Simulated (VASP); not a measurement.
Here is a VASP 6.6.1 calculation.

Contents of INCAR:

```
PREC = Accurate ; ENCUT = 520
EDIFF = 1E-6 ; ISMEAR = 0
SIGMA = 0.1 ; LREAL = F
LASPH = T ; NELM = 150
ALGO = Normal ; ISIF = 2
LWAVE = F ; LCHARG = F
ISPIN = 2 ; MAGMOM = 0 0 0 0 1
LORBIT = 11 ; GGA = PE
NBANDS = 26
```

KPOINTS

```
Automatic mesh
0
Gamma
  6 6 4
```

File POSCAR:

```
K2Li2C
1.0
    3.9403845456      0.0000000026      0.0000000000
   -1.9701922750      3.4124731159      0.0000000000
    0.0000000000      0.0000000000      9.7178871605
K Li C
2 2 1
Direct
    0.3333333333      0.6666666667      0.7234910929
    0.6666666667      0.3333333333      0.2765089071
    0.3333333333      0.6666666667      0.0289043699
    0.6666666667      0.3333333333      0.9710956301
    0.0000000000      0.0000000000      0.0000000000
```

Potentials or basis: VASP PAW PBE potentials, release 64 (K_sv, Li_sv, C).

The run is started by

```sh
$ cat potpaw_PBE.64/K_sv/POTCAR potpaw_PBE.64/Li_sv/POTCAR potpaw_PBE.64/C/POTCAR > POTCAR
$ mpirun -np 1 vasp_std > vasp.out
```

**Question.** Predict the net moment.

**Answer.** 0.16 μB per cell.

**Question.** Estimate the largest force.

**Answer.** 0.015 eV/Å.

**Question.** Estimate the site moments.

**Answer.** K +0.00; Li +0.00; C +0.05 μB.

Forces in eV/Å, atoms in the order of the input:
```
K    0.000  0.000 -0.015
K    0.000  0.000  0.015
Li   0.000  0.000  0.005
Li   0.000  0.000 -0.005
C    0.000  0.000  0.000
```
